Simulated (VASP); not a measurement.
Here is a VASP 6.6.1 calculation.

INCAR

```
ALGO = Normal
EDIFF = 1E-6
ENCUT = 500
GGA_COMPAT = False
ISIF = 2
ISMEAR = 0
LASPH = True
LCHARG = False
LREAL = False
LWAVE = False
NBANDS = 11
NELM = 120
PREC = Accurate
SIGMA = 0.02
```

File KPOINTS:

```
k-points
0
Gamma
  8 8 8
```

Contents of POSCAR:

```
AlAs
1.0
    0.0000000000      2.8145100563      2.8145100563
    2.8145100563      0.0000000000      2.8145100563
    2.8145100563      2.8145100563      0.0000000000
Al As
1 1
Direct
    0.0000000000      0.0000000000      0.0000000000
    0.2500000000      0.2500000000      0.2500000000
```

Potentials or basis: VASP PAW LDA potentials, release 64 (Al, As).

Launch:

```console
$ cat potpaw_LDA.64/Al/POTCAR potpaw_LDA.64/As/POTCAR > POTCAR
$ mpirun -np 1 vasp_std > vasp.out
```

(1) What does it give for the band gap on the k mesh?

(2) What does it give for the pressure?

## Answers

(1) 1.31 eV, indirect (least direct gap 2.02 eV).

(2) 0.4 GPa.
